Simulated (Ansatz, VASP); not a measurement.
**CuMoH6: VASP beside Ansatz**

```
Cu H Mo
1.0
     0.00000    3.09626    3.09626
     3.09626    0.00000    3.09626
     3.09626    3.09626    0.00000
Cu H Mo
1 6 1
Cartesian
  1.5481 1.5481 1.5481
  1.3070 3.0963 3.0963
  4.8855 3.0963 3.0963
  3.0963 4.8855 3.0963
  3.0963 1.3070 3.0963
  3.0963 3.0963 4.8855
  3.0963 3.0963 1.3070
  3.0963 3.0963 3.0963
```

Alike in both runs: functional PBE; k mesh 10 × 10 × 10; occupations gaussian, width 0.1 eV; collinear spin.

Ansatz relaxed the structure, and its values are those at the end. VASP's run is a single point on that final structure, the one shown.

```csv
,VASP,Ansatz
version,VASP 6.6.1,Ansatz 0.2.0
potentials or method,"VASP PAW PBE potentials, release 64 (Cu, H, Mo_sv), cutoff 520 eV","scalar-relativistic, plane waves, PAW"
valence electrons in the cell,31,39
```

|  | VASP | Ansatz | Ansatz less VASP |
| --- | --- | --- | --- |
| gap on the k mesh at the Fermi level (eV) | none | none | - |
| pressure (GPa) | -0.1 | 0.0 | +0.09 |
| rms of the force components (eV/Å) | 0.004 | 0.001 | -0.0030 |
| net moment per atom (μB) | 0.00 | 0.05 | +0.054 |
| size of the moment on the site where the two differ most (μB) | 0.00 | 0.17 | +0.169 |

Site moments also hang on the region over which each program counts them. A gap of «none» marks a metal or a gap that the smearing closes. VASP's potentials hold 31 valence electrons a cell and Ansatz's 39, so a difference there can come from the potentials and not from the codes.
